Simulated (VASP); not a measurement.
# Sn (R-3) in VASP: single point with PBE

Aim: the single point of Sn with PBE.

All numbers are computed with VASP 6.6.1; they aren't measurements. Logs are shortened: lines on timing, memory, paths and dates and some standing lists are left out, and cuts for length are marked.

**1. The cell of the first run**

The structure is trigonal, space group R-3 (No. 148). Conventional cell: a = 10.583 Å, b = 10.583 Å, c = 5.242 Å, α = 90.00°, β = 90.00°, γ = 120.00°. Within 4.2 Å of Sn (site symmetry 1) lie 10 Sn at 3.22 to 3.46 Å.

**2. Single point, PBE**

Contents of INCAR:

```
PREC = Accurate ; ENCUT = 520
EDIFF = 1E-7 ; ISMEAR = 0
SIGMA = 0.1 ; LREAL = False
LASPH = True ; NELM = 80
ALGO = Fast ; ISIF = 2
LWAVE = False ; LCHARG = True
GGA = PE ; LELF = True
LVHAR = True ; NBANDS = 51
```

Contents of KPOINTS:

```
Automatic mesh
0
Gamma
  6 6 6
```

Contents of POSCAR:

```
Sn
1.0
    5.2914415563      3.0550152070      1.7474022691
   -5.2914415563      3.0550152070      1.7474022691
    0.0000000000     -6.1100304139      1.7474022691
Sn
6
Direct
    0.4362548131      0.2511318539      0.0652349984
    0.0652349984      0.4362548131      0.2511318539
    0.2511318539      0.0652349984      0.4362548131
    0.5637451869      0.7488681461      0.9347650016
    0.9347650016      0.5637451869      0.7488681461
    0.7488681461      0.9347650016      0.5637451869
```

Potentials or basis: VASP PAW PBE potentials, release 64 (Sn_d).

On the command line:

```bash
> cat potpaw_PBE.64/Sn_d/POTCAR > POTCAR
> mpirun -np 1 vasp_std > vasp.out
```

OUTCAR:

```text
PREC = Accurate
   ENCUT = 520
   EDIFF = 1E-7
   ISMEAR = 0
   LREAL = False
   LASPH = True
   NELM = 80
   ISIF = 2
   GGA = PE

 ion  position               nearest neighbor table
   1  0.436  0.251  0.065-   3 3.22   2 3.22   5 3.27   6 3.27   6 3.28   5 3.28   2 3.40   3 3.40
                             4 3.45   4 3.46
   2  0.065  0.436  0.251-   1 3.22   3 3.22   4 3.27   6 3.27   6 3.28   4 3.28   3 3.40   1 3.40
                             5 3.45   5 3.46
   3  0.251  0.065  0.436-   1 3.22   2 3.22   4 3.27   5 3.27   5 3.28   4 3.28   2 3.40   1 3.40
                             6 3.45   6 3.46
   4  0.564  0.749  0.935-   6 3.22   5 3.22   2 3.27   3 3.27   3 3.28   2 3.28   5 3.40   6 3.40
                             1 3.45   1 3.46
   5  0.935  0.564  0.749-   4 3.22   6 3.22   1 3.27   3 3.27   3 3.28   1 3.28   6 3.40   4 3.40
                             2 3.45   2 3.46
   6  0.749  0.935  0.564-   4 3.22   5 3.22   1 3.27   2 3.27   2 3.28   1 3.28   5 3.40   4 3.40
                             3 3.45   3 3.46

  LATTYP: Found a trigonal (rhomboedric) cell.
 ALAT       =     6.3549890912
 COS(alpha) =    -0.3865910235

  Lattice vectors:

 A1 = (   5.2914415563,   3.0550152070,   1.7474022691)
 A2 = (  -5.2914415563,   3.0550152070,   1.7474022691)
 A3 = (   0.0000000000,  -6.1100304139,   1.7474022691)

Analysis of symmetry for initial positions (statically):
=====================================================================
 Subroutine PRICEL returns:
 Original cell was already a primitive cell.

 Routine SETGRP: Setting up the symmetry group for a
 trigonal (rhombohedral) supercell.

 Subroutine GETGRP returns: Found  6 space group operations
 (whereof  6 operations were pure point group operations)
 out of a pool of 12 trial point group operations.

The static configuration has the point symmetry S_6 .

Analysis of symmetry for dynamics (positions and initial velocities):
=====================================================================
 Subroutine PRICEL returns:
 Original cell was already a primitive cell.

 Routine SETGRP: Setting up the symmetry group for a
 trigonal (rhombohedral) supercell.

 Subroutine GETGRP returns: Found  6 space group operations
 (whereof  6 operations were pure point group operations)
 out of a pool of 12 trial point group operations.

The dynamic configuration has the point symmetry S_6 .

 Subroutine INISYM returns: Found  6 space group operations
 (whereof  6 operations are pure point group operations),
 and found     1 'primitive' translations

----------------------------------------------------------------------------------------

                                     Primitive cell

  volume of cell :     169.4851

  direct lattice vectors                    reciprocal lattice vectors
     5.291441556  3.055015207  1.747402269     0.094492209  0.054555102  0.190759357
    -5.291441556  3.055015207  1.747402269    -0.094492209  0.054555102  0.190759357
     0.000000000 -6.110030414  1.747402269     0.000000000 -0.109110204  0.190759357

  length of vectors
     6.354989091  6.354989091  6.354989091     0.219759343  0.219759343  0.219759343

  position of ions in fractional coordinates (direct lattice)
     0.436254813  0.251131854  0.065234998
     0.065234998  0.436254813  0.251131854
     0.251131854  0.065234998  0.436254813
     0.563745187  0.748868146  0.934765002
     0.934765002  0.563745187  0.748868146
     0.748868146  0.934765002  0.563745187

  ion indices of the primitive-cell ions
   primitive index   ion index
                 1           1
                 2           2
                 3           3
                 4           4
                 5           5
                 6           6

----------------------------------------------------------------------------------------

 KPOINTS: Automatic mesh

Automatic generation of k-mesh.
 Grid dimensions read from file:
 generate k-points for:    6    6    6

 Generating k-lattice:

  Cartesian coordinates                     Fractional coordinates (reciprocal lattice)
     0.015748701  0.009092517  0.031793226     0.166666667  0.000000000  0.000000000
    -0.015748701  0.009092517  0.031793226     0.000000000  0.166666667  0.000000000
     0.000000000 -0.018185034  0.031793226     0.000000000  0.000000000  0.166666667

  Length of vectors
     0.036626557  0.036626557  0.036626557

  Shift w.r.t. Gamma in fractional coordinates (k-lattice)
     0.000000000  0.000000000  0.000000000

 Subroutine IBZKPT returns following result:
 ===========================================

 Found     40 irreducible k-points:

 Following reciprocal coordinates:
            Coordinates               Weight
  0.000000  0.000000  0.000000      1.000000
  0.166667  0.000000 -0.000000      6.000000
  0.333333  0.000000  0.000000      6.000000
  0.500000  0.000000 -0.000000      3.000000
  0.166667  0.166667 -0.000000      6.000000
  0.333333  0.166667  0.000000      6.000000
[... 16 lines left out ...]
  0.333333  0.333333  0.166667      6.000000
  0.500000  0.333333  0.166667      6.000000
 [... further k-points ...]
   k-points           NKPTS =     40   k-points in BZ     NKDIM =     40   number of bands    NBANDS=     51
   number of dos      NEDOS =    301   number of ions     NIONS =      6
   total plane-waves  NPLWV = 110592
   dimension x,y,z NGX =    48 NGY =   48 NGZ =   48
   dimension x,y,z NGXF=    96 NGYF=   96 NGZF=   96
   ions per type =               6
   NGX,Y,Z   is equivalent  to a cutoff of  12.56, 12.56, 12.56 a.u.
   NGXF,Y,Z  is equivalent  to a cutoff of  25.11, 25.11, 25.11 a.u.
 SYSTEM =  unknown system
   PREC   = accura    normal or accurate (medium, high low for compatibility)
   ISTART =      0    job   : 0-new  1-cont  2-samecut
   ICHARG =      2    charge: 1-file 2-atom 10-const
   ISPIN  =      1    spin polarized calculation?
   LNONCOLLINEAR =      F non collinear calculations
   LSORBIT =      F    spin-orbit coupling
   LASPH  =      T    aspherical Exc in radial PAW
   ENCUT  =  520.0 eV  38.22 Ry    6.18 a.u.  11.82 11.82 11.82*2*pi/ulx,y,z
   NELM   =     80;   NELMIN=  2; NELMDL= -5     # of ELM steps
   EDIFF  = 0.1E-06   stopping-criterion for ELM
   LREAL  =      F    real-space projection
   EDIFFG = 0.1E-05   stopping-criterion for IOM
   NSW    =      0    number of steps for IOM
   IBRION =     -1    ionic relax: 0-MD 1-quasi-New 2-CG
   NFREE  =      0    steps in history (QN), initial steepest desc. (CG)
   ISIF   =      2    stress and relaxation
   ISYM   =      2    0-nonsym 1-usesym 2-fastsym
   POTIM  = 0.5000    time-step for ionic-motion
   TEBEG  =    0.0;   TEEND  =   0.0 temperature during run
   PSTRESS=    0.0 pullay stress
   NELECT =      84.0000    total number of electrons
   NUPDOWN=      -1.0000    fix difference up-down
   EMIN   =  10.00;   EMAX   =-10.00  energy-range for DOS
   EFERMI =   0.00;   METHOD = LEGACY
   ISMEAR =     0;   SIGMA  =   0.10  broadening in eV -4-tet -1-fermi 0-gaus
   EFERMI_NEDOS =   21; number of points for ismear=-14 and -15
   IALGO  =     68    algorithm
   IMIX   =      4    mixing-type and parameters
     AMIX     =   0.40;   BMIX     =  1.00
     AMIX_MAG =   1.60;   BMIX_MAG =  1.00
  volume/ion in A,a.u.               =      28.25       190.62
  Fermi-wavevector in a.u.,A,eV,Ry     =   1.295560  2.448253 22.837037  1.678475
  Thomas-Fermi vector in A             =   2.427072
   LORBIT       =      0    0 simple, 1 ext, 2 COOP (PROOUT), +10 PAW based schemes
   GGA     = PE    functional components
   LHFCALC =     F    Hartree Fock is set to
   AEXX    =    0.0000 exact exchange contribution
   IVDW    =     0    specifies the selected vdW correction
   LEPSILON=     F    determine dielectric tensor
   LRPA    =     F    only Hartree local field effects (RPA)
 non-spin polarized calculation
 RMM-DIIS sequential band-by-band and
 Gauss-broadening in eV      SIGMA  =   0.10
  energy-cutoff  :      520.00
  volume of cell :      169.49
 maximum number of plane-waves:      4608
   NGX = 23   NGY = 23   NGZ = 23

 number of electron      84.0000000 magnetization

 Free energy of the ion-electron system (eV)
  ---------------------------------------------------
  ext. energy  EPLUGINS =         0.00000000
  ---------------------------------------------------
  free energy    TOTEN  =       -22.73362329 eV

  energy without entropy =      -22.71805685  energy(sigma->0) =      -22.72584007

 E-fermi :   7.6794     XC(G=0): -10.1539

 val. band max:        7.6670661887   @ k =  -0.3333   0.3333   0.3333
 cond. band min:       7.6944599443   @ k =   0.3333  -0.1667  -0.3333
 fundamental gap:      0.0273937557
 Fermi energy:         7.6794330056

 k-point     1 :       0.0000    0.0000    0.0000
  band No.  band energies     occupation
      1     -13.9856      2.00000
      2     -13.9571      2.00000
      3     -13.9571      2.00000
      4     -13.9294      2.00000
      5     -13.9241      2.00000
      6     -13.9241      2.00000
[... 43 lines left out ...]
     50      12.7656      0.00000
     51      13.9416      0.00000

 k-point     2 :       0.1667    0.0000   -0.0000
  band No.  band energies     occupation
      1     -13.9699      2.00000
      2     -13.9573      2.00000
      3     -13.9553      2.00000
      4     -13.9413      2.00000
      5     -13.9318      2.00000
      6     -13.9255      2.00000
[... 43 lines left out ...]
     50      12.4837      0.00000
     51      13.6459      0.00000

 k-point     3 :       0.3333    0.0000    0.0000
  band No.  band energies     occupation
      1     -13.9586      2.00000
      2     -13.9543      2.00000
      3     -13.9530      2.00000
      4     -13.9362      2.00000
      5     -13.9324      2.00000
      6     -13.9237      2.00000
[... 43 lines left out ...]
     50      11.8563      0.00000
     51      12.8465      0.00000
[... 1027 lines left out ...]
 k-point    23 :       0.3333    0.3333    0.1667
  band No.  band energies     occupation
      1     -13.9738      2.00000
      2     -13.9583      2.00000
      3     -13.9527      2.00000
      4     -13.9447      2.00000
      5     -13.9411      2.00000
      6     -13.9330      2.00000
[... 43 lines left out ...]
     50      11.5852      0.00000
     51      11.7729      0.00000

 k-point    24 :       0.5000    0.3333    0.1667
  band No.  band energies     occupation
      1     -13.9834      2.00000
      2     -13.9586      2.00000
      3     -13.9539      2.00000
      4     -13.9412      2.00000
      5     -13.9335      2.00000
      6     -13.9295      2.00000
[... 43 lines left out ...]
     50      10.7580      0.00000
     51      11.0691      0.00000

 [... further k-points ...]
[... 5 lines left out ...]
  --------------------------------------------------------------------------------------
  -------------------------------------------------------------------------------------
  Total       -0.1884921     -0.1884921     -0.0095066      0.0000000     -0.0000000      0.0000000
  in kB       -1.7818541     -1.7818541     -0.0898681      0.0000001     -0.0000000      0.0000000
  external PRESSURE =      -1.2178588 kB  Pullay stress =       0.0000000 kB

 VOLUME and BASIS-vectors are now :
 -----------------------------------------------------------------------------
  energy-cutoff  :      520.00
  volume of cell :      169.49
      direct lattice vectors                 reciprocal lattice vectors
     5.291441556  3.055015207  1.747402269     0.094492209  0.054555102  0.190759357
    -5.291441556  3.055015207  1.747402269    -0.094492209  0.054555102  0.190759357
     0.000000000 -6.110030414  1.747402269     0.000000000 -0.109110204  0.190759357

 POSITION                                       TOTAL-FORCE (eV/Angst)
 -----------------------------------------------------------------------------------
      0.97957      1.70139      1.31513         0.000305     -0.005626     -0.016569
     -1.96323     -0.00236      1.31513         0.004719      0.003077     -0.016569
      0.98366     -1.69902      1.31513        -0.005025      0.002548     -0.016569
     -0.97957     -1.70139      3.92707        -0.000305      0.005626      0.016569
      1.96323      0.00236      3.92707        -0.004719     -0.003077      0.016569
     -0.98366      1.69902      3.92707         0.005025     -0.002548      0.016569
 -----------------------------------------------------------------------------------
    total drift:                               -0.000000      0.000000      0.000000

  FREE ENERGIE OF THE ION-ELECTRON SYSTEM (eV)
  ---------------------------------------------------
  free  energy   TOTEN  =       -22.7336232877 eV

  energy  without entropy=      -22.7180568479  energy(sigma->0) =      -22.72584007
```

Wall time 5.5 min (1 thread of AMD EPYC 9R45 (Zen 5), shared host); peak memory 0.42 GiB.

Results:

| Item | Value |
| --- | --- |
| Free energy | -22.7336 eV |
| Pressure | -0.1 GPa |
| Largest force | 0.018 eV/Å |
| Band gap on the k mesh | zero (band 42 reaches 8.45 eV, above the bottom of band 43 at 5.34 eV) |

Forces in eV/Å, atoms in the order of the input:
```
Sn   0.000 -0.006 -0.017
Sn   0.005  0.003 -0.017
Sn  -0.005  0.003 -0.017
Sn   0.000  0.006  0.017
Sn  -0.005 -0.003  0.017
Sn   0.005 -0.003  0.017
```

Stress tensor (GPa, compression positive):
```
-0.18  0.00  0.00
 0.00 -0.18  0.00
 0.00  0.00 -0.01
```

Levels at points of the mesh, in eV from the Fermi level:
| k point | band 40 | band 41 | band 42 | band 43 | band 44 | band 45 |
| --- | --- | --- | --- | --- | --- | --- |
| (0.00, 0.00, 0.00) | -2.40 | -2.40 | -2.40 | -2.33 | 2.00 | 2.00 |
| (0.50, 0.00, 0.00) | -2.67 | -0.34 | -0.34 | 0.46 | 0.47 | 2.17 |
| (0.50, 0.50, 0.00) | -1.38 | -0.90 | -0.63 | 0.41 | 1.04 | 1.22 |
| (0.50, 0.50, 0.50) | -1.62 | -0.83 | -0.79 | 1.35 | 1.38 | 2.74 |

Caveat: spin-orbit coupling is left out, which moves the levels of the heavy elements.
